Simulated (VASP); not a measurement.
SnO2, 6 atoms in the cell. It takes space group P6_3/mmc (No. 194, hexagonal). The conventional cell has a = 3.231 Å, b = 3.231 Å, c = 10.791 Å, α = 90.00°, β = 90.00°, γ = 120.00°. Within 2.8 Å of Sn (site symmetry -3m) lie 6 O at 2.12 Å. O (site symmetry 3m) has 3 Sn at 2.12 Å and 3 O at 2.76 Å within 2.8 Å. 

| Property | Result |
| --- | --- |
| Program | VASP 6.6.1 |
| Task | single point |
| Functional | PBE |
| Potentials or basis | VASP PAW PBE potentials, release 64 (Sn_d, O) |
| Cutoff | 520 eV |
| k mesh | 4 × 4 × 1 |
| Occupations | gaussian, width 0.01 eV |
| Spin | no spin polarisation |
| Dipole correction | no |
| Further INCAR settings | ALGO = Normal; EDIFF = 1e-06; NBANDS = 35 |

Potentials or basis: VASP PAW PBE potentials, release 64 (Sn_d, O).

The run is started by

```console
$ cat potpaw_PBE.64/Sn_d/POTCAR potpaw_PBE.64/O/POTCAR > POTCAR
$ mpirun -np 1 vasp_std > vasp.out
```

Hardware: 1 thread of Intel(R) Xeon(R) 6975P-C (Granite Rapids), with other jobs on the host.

Task: Estimate the wall time of this run.

Result: Wall time 11 s on 1 thread of Intel(R) Xeon(R) 6975P-C (Granite Rapids) (shared host), peak memory 0.2 GiB. Counts: scf iterations 14, k points 4.
